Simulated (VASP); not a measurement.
Here is a VASP 6.6.1 calculation.

The input POSCAR:

```
NaCl
1.0
    3.5273972931      0.0000000000      0.0000000000
    0.0000000000      3.5273972931      0.0000000000
    0.0000000000      0.0000000000      3.5273972931
Na Cl
1 1
Direct
    0.0000000000      0.0000000000      0.0000000000
    0.5000000000      0.5000000000      0.5000000000
```

Contents of INCAR.step1:

```
PREC = Accurate ; ENCUT = 520
ISMEAR = 0 ; SIGMA = 0.01
LREAL = F ; LASPH = T
NELM = 60 ; NBANDS = 14
GGA = PE ; ALGO = Normal
EDIFF = 1E-4 ; LWAVE = T
LCHARG = F
```

INCAR.step2

```
PREC = Accurate ; ENCUT = 520
EDIFF = 1E-6 ; ISMEAR = 0
SIGMA = 0.01 ; LREAL = F
LASPH = T ; NELM = 60
ALGO = Normal ; ISIF = 2
LWAVE = F ; LCHARG = F
METAGGA = R2SCAN ; LMIXTAU = T
NBANDS = 14 ; ISTART = 1
```

KPOINTS

```
Automatic mesh
0
Gamma
  6 6 6
```

Potentials or basis: VASP PAW PBE potentials, release 64 (Na_pv, Cl).

Run with:

```bash
$ cat potpaw_PBE.64/Na_pv/POTCAR potpaw_PBE.64/Cl/POTCAR > POTCAR
$ cp INCAR.step1 INCAR
$ mpirun -np 1 vasp_std > vasp.out
$ cp INCAR.step2 INCAR
$ mpirun -np 1 vasp_std > vasp.out
```

(1) Predict the pressure.

(2) What does it give for the band gap on the k mesh?

Results:

(1) -1.7 GPa.

(2) 4.74 eV, indirect (least direct gap 5.22 eV).

Caveat: the PAW data sets were made with another functional, which shifts forces and pressure a little.
